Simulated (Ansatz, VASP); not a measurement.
Two plane-wave programs on Si

```
Si
1.0
     0.00000    2.71692    2.71692
     2.71692    0.00000    2.71692
     2.71692    2.71692    0.00000
Si
2
Direct
  0.00000 0.00000 0.00000
  0.25000 0.25000 0.25000
```

Alike in both runs: functional PBEsol; k mesh 12 × 12 × 12; occupations gaussian, width 0.02 eV; no spin polarisation.

Ansatz relaxed the structure, and its values are those at the end. VASP's run is a single point on that final structure, the one shown.

|  | VASP | Ansatz |
| --- | --- | --- |
| version | VASP 6.6.1 | Ansatz 0.2.0 |
| potentials or method | VASP PAW PBE potentials, release 64 (Si), cutoff 520 eV | scalar-relativistic, plane waves, PAW |
| valence electrons in the cell | 8 | 8 |

VASP gave:

```
gap on the k mesh at the Fermi level (eV) : 0.46
least direct gap on the mesh (eV)         : 2.52
pressure (GPa)                            : 0.1
```

Q: Which values does Ansatz return?

A: gap on the k mesh at the Fermi level (eV): 0.46; least direct gap on the mesh (eV): 2.52; pressure (GPa): 0.0.

VASP's potentials were made for PBE, not for PBEsol.
